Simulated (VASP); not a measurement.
# Ir (Fm-3m) in VASP: single point with PBEsol

Aim: the single point of Ir with PBEsol.

All numbers are computed with VASP 6.6.1; they aren't measurements. Logs are shortened: lines on timing, memory, paths and dates and some standing lists are left out, and cuts for length are marked.

### Step 1. The cell of the first run

The structure is cubic, space group Fm-3m (No. 225). The conventional cell has a = 3.830 Å, b = 3.830 Å, c = 3.830 Å, α = 90.00°, β = 90.00°, γ = 90.00°. Ir (site symmetry m-3m) has 12 Ir at 2.71 Å within 3.6 Å.

### Step 2. Single point, PBEsol

Input file INCAR:

```
SYSTEM = Ir
  ALGO = Normal
  EDIFF = 1E-6
  ENCUT = 500
  GGA = PS
  GGA_COMPAT = .False.
  ISIF = 2
  ISMEAR = 0
  LASPH = .True.
  LCHARG = .False.
  LREAL = .False.
  LWAVE = .False.
  NBANDS = 10
  NELM = 120
  PREC = Accurate
  SIGMA = 0.1
```

Input file KPOINTS:

```
k-points
0
Gamma
  18 18 18
  0 0 0
```

Input file POSCAR:

```
Ir
1.0
    0.0000000000      1.9150217760      1.9150217760
    1.9150217760      0.0000000000      1.9150217760
    1.9150217760      1.9150217760      0.0000000000
Ir
1
Direct
    0.0000000000      0.0000000000      0.0000000000
```

Potentials or basis: VASP PAW PBE potentials, release 64 (Ir).

Run with:

```
$ cat potpaw_PBE.64/Ir/POTCAR > POTCAR
$ mpirun -np 1 vasp_std > vasp.out
```

OUTCAR:

```text
SYSTEM = Ir
   EDIFF = 1E-6
   ENCUT = 500
   GGA = PS
   ISIF = 2
   ISMEAR = 0
   LASPH = .True.
   LREAL = .False.
   NELM = 120
   PREC = Accurate

 ion  position               nearest neighbor table
   1  0.000  0.000  0.000-

  LATTYP: Found a face centered cubic cell.
 ALAT       =     3.8300435520

  Lattice vectors:

 A1 = (   0.0000000000,   1.9150217760,   1.9150217760)
 A2 = (   1.9150217760,   0.0000000000,   1.9150217760)
 A3 = (   1.9150217760,   1.9150217760,   0.0000000000)

Analysis of symmetry for initial positions (statically):
=====================================================================
 Subroutine PRICEL returns:
 Original cell was already a primitive cell.

 Routine SETGRP: Setting up the symmetry group for a
 face centered cubic supercell.

 Subroutine GETGRP returns: Found 48 space group operations
 (whereof 48 operations were pure point group operations)
 out of a pool of 48 trial point group operations.

The static configuration has the point symmetry O_h .

Analysis of symmetry for dynamics (positions and initial velocities):
=====================================================================
 Subroutine PRICEL returns:
 Original cell was already a primitive cell.

 Routine SETGRP: Setting up the symmetry group for a
 face centered cubic supercell.

 Subroutine GETGRP returns: Found 48 space group operations
 (whereof 48 operations were pure point group operations)
 out of a pool of 48 trial point group operations.

The dynamic configuration has the point symmetry O_h .

 Subroutine INISYM returns: Found 48 space group operations
 (whereof 48 operations are pure point group operations),
 and found     1 'primitive' translations

----------------------------------------------------------------------------------------

                                     Primitive cell

  volume of cell :      14.0460

  direct lattice vectors                    reciprocal lattice vectors
     0.000000000  1.915021776  1.915021776    -0.261093637  0.261093637  0.261093637
     1.915021776  0.000000000  1.915021776     0.261093637 -0.261093637  0.261093637
     1.915021776  1.915021776  0.000000000     0.261093637  0.261093637 -0.261093637

  length of vectors
     2.708249768  2.708249768  2.708249768     0.452227444  0.452227444  0.452227444

  position of ions in fractional coordinates (direct lattice)
     0.000000000  0.000000000  0.000000000

  ion indices of the primitive-cell ions
   primitive index   ion index
                 1           1

----------------------------------------------------------------------------------------

 KPOINTS: k-points

Automatic generation of k-mesh.
 Grid dimensions read from file:
 generate k-points for:   18   18   18

 Generating k-lattice:

  Cartesian coordinates                     Fractional coordinates (reciprocal lattice)
    -0.014505202  0.014505202  0.014505202     0.055555556  0.000000000  0.000000000
     0.014505202 -0.014505202  0.014505202     0.000000000  0.055555556  0.000000000
     0.014505202  0.014505202 -0.014505202     0.000000000  0.000000000  0.055555556

  Length of vectors
     0.025123747  0.025123747  0.025123747

  Shift w.r.t. Gamma in fractional coordinates (k-lattice)
     0.000000000  0.000000000  0.000000000

 Subroutine IBZKPT returns following result:
 ===========================================

 Found    195 irreducible k-points:

 Following reciprocal coordinates:
            Coordinates               Weight
  0.000000  0.000000  0.000000      1.000000
  0.055556  0.000000  0.000000      8.000000
  0.111111  0.000000  0.000000      8.000000
  0.166667  0.000000  0.000000      8.000000
  0.222222  0.000000  0.000000      8.000000
  0.277778  0.000000  0.000000      8.000000
[... 16 lines left out ...]
 -0.277778  0.055556  0.000000     24.000000
 -0.222222  0.055556  0.000000     24.000000
 [... further k-points ...]
   k-points           NKPTS =    195   k-points in BZ     NKDIM =    195   number of bands    NBANDS=     10
   number of dos      NEDOS =    301   number of ions     NIONS =      1
   total plane-waves  NPLWV =   8000
   dimension x,y,z NGX =    20 NGY =   20 NGZ =   20
   dimension x,y,z NGXF=    40 NGYF=   40 NGZF=   40
   ions per type =               1
   NGX,Y,Z   is equivalent  to a cutoff of  12.28, 12.28, 12.28 a.u.
   NGXF,Y,Z  is equivalent  to a cutoff of  24.55, 24.55, 24.55 a.u.
 SYSTEM =  Ir
   PREC   = accura    normal or accurate (medium, high low for compatibility)
   ISTART =      0    job   : 0-new  1-cont  2-samecut
   ICHARG =      2    charge: 1-file 2-atom 10-const
   ISPIN  =      1    spin polarized calculation?
   LNONCOLLINEAR =      F non collinear calculations
   LSORBIT =      F    spin-orbit coupling
   LASPH  =      T    aspherical Exc in radial PAW
   ENCUT  =  500.0 eV  36.75 Ry    6.06 a.u.   4.94  4.94  4.94*2*pi/ulx,y,z
   NELM   =    120;   NELMIN=  2; NELMDL= -5     # of ELM steps
   EDIFF  = 0.1E-05   stopping-criterion for ELM
   LREAL  =      F    real-space projection
   EDIFFG = 0.1E-04   stopping-criterion for IOM
   NSW    =      0    number of steps for IOM
   IBRION =     -1    ionic relax: 0-MD 1-quasi-New 2-CG
   NFREE  =      0    steps in history (QN), initial steepest desc. (CG)
   ISIF   =      2    stress and relaxation
   ISYM   =      2    0-nonsym 1-usesym 2-fastsym
   POTIM  = 0.5000    time-step for ionic-motion
   TEBEG  =    0.0;   TEEND  =   0.0 temperature during run
   PSTRESS=    0.0 pullay stress
   NELECT =       9.0000    total number of electrons
   NUPDOWN=      -1.0000    fix difference up-down
   EMIN   =  10.00;   EMAX   =-10.00  energy-range for DOS
   EFERMI =   0.00;   METHOD = LEGACY
   ISMEAR =     0;   SIGMA  =   0.10  broadening in eV -4-tet -1-fermi 0-gaus
   EFERMI_NEDOS =   21; number of points for ismear=-14 and -15
   IALGO  =     38    algorithm
   IMIX   =      4    mixing-type and parameters
     AMIX     =   0.40;   BMIX     =  1.00
     AMIX_MAG =   1.60;   BMIX_MAG =  1.00
  volume/ion in A,a.u.               =      14.05        94.79
  Fermi-wavevector in a.u.,A,eV,Ry     =   1.411363  2.667089 27.102050  1.991945
  Thomas-Fermi vector in A             =   2.533222
   LORBIT       =      0    0 simple, 1 ext, 2 COOP (PROOUT), +10 PAW based schemes
   GGA     = PS    functional components
   LHFCALC =     F    Hartree Fock is set to
   AEXX    =    0.0000 exact exchange contribution
   IVDW    =     0    specifies the selected vdW correction
   LEPSILON=     F    determine dielectric tensor
   LRPA    =     F    only Hartree local field effects (RPA)
 non-spin polarized calculation
 Gauss-broadening in eV      SIGMA  =   0.10
  energy-cutoff  :      500.00
  volume of cell :       14.05
 maximum number of plane-waves:       368
   NGX =  9   NGY =  9   NGZ =  9

 number of electron       9.0000000 magnetization

 Free energy of the ion-electron system (eV)
  ---------------------------------------------------
  ext. energy  EPLUGINS =         0.00000000
  ---------------------------------------------------
  free energy    TOTEN  =        -9.82322130 eV

  energy without entropy =       -9.81819788  energy(sigma->0) =       -9.82070959

 E-fermi :  10.4091     XC(G=0): -14.1438

 val. band max:       10.4019208569   @ k =   0.5000   0.2222   0.1111
 cond. band min:      10.4187125672   @ k =   0.3333   0.1111   0.0556
 fundamental gap:      0.0167917103
 Fermi energy:        10.4090618770

 k-point     1 :       0.0000    0.0000    0.0000
  band No.  band energies     occupation
      1      -0.8974      2.00000
      2       6.4252      2.00000
      3       6.4252      2.00000
      4       6.4252      2.00000
      5       9.1722      2.00000
      6       9.1722      2.00000
      7      24.6756      0.00000
      8      30.2924      0.00000
      9      30.2924      0.00000
     10      30.2924      0.00000

 k-point     2 :       0.0556    0.0000    0.0000
  band No.  band energies     occupation
      1      -0.7586      2.00000
      2       6.3499      2.00000
      3       6.4860      2.00000
      4       6.4860      2.00000
      5       9.1322      2.00000
      6       9.1322      2.00000
      7      24.9175      0.00000
      8      29.5391      0.00000
      9      30.5217      0.00000
     10      30.5217      0.00000

 k-point     3 :       0.1111    0.0000    0.0000
  band No.  band energies     occupation
      1      -0.3567      2.00000
      2       6.1565      2.00000
      3       6.6456      2.00000
      4       6.6456      2.00000
      5       9.0446      2.00000
      6       9.0446      2.00000
      7      25.5818      0.00000
      8      28.0736      0.00000
      9      31.1883      0.00000
     10      31.1883      0.00000

 k-point     4 :       0.1667    0.0000    0.0000
  band No.  band energies     occupation
      1       0.2592      2.00000
      2       5.9373      2.00000
      3       6.8251      2.00000
      4       6.8251      2.00000
      5       9.0097      2.00000
      6       9.0097      2.00000
      7      26.2663      0.00000
      8      26.7242      0.00000
      9      32.2291      0.00000
     10      32.2291      0.00000
[... 222 lines left out ...]
 k-point    22 :      -0.3333    0.0556    0.0000
  band No.  band energies     occupation
      1       2.2012      2.00000
      2       6.5237      2.00000
      3       6.6669      2.00000
      4       6.9293      2.00000
      5       9.9941      2.00000
      6      10.9095      0.00000
      7      21.1205      0.00000
      8      25.7086      0.00000
      9      31.1566      0.00000
     10      33.2383      0.00000

 k-point    23 :      -0.2778    0.0556    0.0000
  band No.  band energies     occupation
      1       1.9133      2.00000
      2       6.0899      2.00000
      3       6.7409      2.00000
      4       6.8510      2.00000
      5       9.3610      2.00000
      6      10.2916      1.90322
      7      22.9162      0.00000
      8      26.7291      0.00000
      9      32.2152      0.00000
     10      34.2146      0.00000

 k-point    24 :      -0.2222    0.0556    0.0000
  band No.  band energies     occupation
      1       1.3359      2.00000
      2       5.7450      2.00000
      3       6.8902      2.00000
      4       6.9840      2.00000
      5       8.8709      2.00000
      6       9.7449      2.00000
      7      24.5330      0.00000
      8      27.3650      0.00000
      9      32.4857      0.00000
     10      33.7097      0.00000

 [... further k-points ...]
[... 5 lines left out ...]
  --------------------------------------------------------------------------------------
  -------------------------------------------------------------------------------------
  Total        0.0903904      0.0903904      0.0903904      0.0000000      0.0000000      0.0000000
  in kB       10.3105423     10.3105423     10.3105423      0.0000000      0.0000000      0.0000000
  external PRESSURE =      10.3105423 kB  Pullay stress =       0.0000000 kB

 VOLUME and BASIS-vectors are now :
 -----------------------------------------------------------------------------
  energy-cutoff  :      500.00
  volume of cell :       14.05
      direct lattice vectors                 reciprocal lattice vectors
     0.000000000  1.915021776  1.915021776    -0.261093637  0.261093637  0.261093637
     1.915021776  0.000000000  1.915021776     0.261093637 -0.261093637  0.261093637
     1.915021776  1.915021776  0.000000000     0.261093637  0.261093637 -0.261093637

 POSITION                                       TOTAL-FORCE (eV/Angst)
 -----------------------------------------------------------------------------------
      0.00000      0.00000      0.00000         0.000000      0.000000      0.000000
 -----------------------------------------------------------------------------------
    total drift:                                0.000000     -0.000000     -0.000000

  FREE ENERGIE OF THE ION-ELECTRON SYSTEM (eV)
  ---------------------------------------------------
  free  energy   TOTEN  =        -9.8232212971 eV

  energy  without entropy=       -9.8181978772  energy(sigma->0) =       -9.82070959
```

Run time: 38 s. Hardware: 1 thread of Intel Xeon 8259CL, shared host; peak memory 0.15 GiB.

Results:

```yaml
Free_energy: -9.8232 eV
Pressure: 1.0 GPa
Band_gap_on_the_k_mesh: zero (an odd number of electrons rules out a gap without spin polarisation)
```

Caveat: the PAW data sets were made with another functional, which shifts forces and pressure a little; spin-orbit coupling is left out, which moves the levels of the heavy elements.
